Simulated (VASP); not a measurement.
CuAu: electric field gradients with PBEsol

Crystal: CuAu.

```xyz
2
Lattice="2.8000 0.0000 0.0000 0.0000 2.8000 0.0000 0.0000 0.0000 3.6700" Properties=species:S:1:pos:R:3 pbc="T T T"
Cu    1.4000    1.4000    1.8350
Au    0.0000    0.0000    0.0000
```

```json
{
  "Program": "VASP 6.6.1",
  "Task": "electric field gradients",
  "Functional": "PBEsol",
  "Potentials or basis": "VASP PAW PBE potentials, release 64 (Cu_sv_GW, Au_sv_GW)",
  "Cutoff": "610 eV",
  "k mesh": "13 × 13 × 10",
  "Occupations": "fermi-dirac, width 0.05 eV",
  "Spin": "no spin polarisation",
  "Dipole correction": "no",
  "Further INCAR settings": "ALGO = Normal; EDIFF = 1e-08; NBANDS = 26"
}
```

| Quantity | Value |
| --- | --- |
| Pressure | -3.6 GPa |
| Band gap on the k mesh | zero (bands 19 and 20 overlap by 6.41 eV) |
| Largest electric field gradient by atom | Cu -11.5; Au +65.3 V/Å² |

Stress tensor (GPa, compression positive):
```
-3.77  0.00  0.00
 0.00 -3.77  0.00
 0.00  0.00 -3.38
```

Levels at points of the mesh, in eV from the Fermi level:
```csv
k point,band 16,band 17,band 18,band 19,band 20,band 21,band 22,band 23
"(0.00, 0.00, 0.00)",-2.14,-1.69,-1.46,-1.46,2.00,8.09,9.99,9.99
"(0.00, 0.00, 0.50)",-2.78,-2.36,-2.34,-2.34,-1.97,14.35,14.62,14.62
```

Electric field gradients, principal values (V/Å²):
| atom | least | middle | greatest (by size) |
| --- | --- | --- | --- |
| 1 Cu | 5.770 | 5.770 | -11.541 |
| 2 Au | -32.626 | -32.626 | 65.252 |

It took 67 s on 1 thread of Intel(R) Xeon(R) 6975P-C (Granite Rapids) (shared host), peak memory 0.31 GiB.

Caveat: the cell stands under tension; without QUAD_EFG the Cq values of the log hold for a quadrupole moment of 1 mb, not for the nuclei; the PAW data sets were made with another functional, which shifts forces and pressure a little; spin-orbit coupling is left out, which moves the levels of the heavy elements.
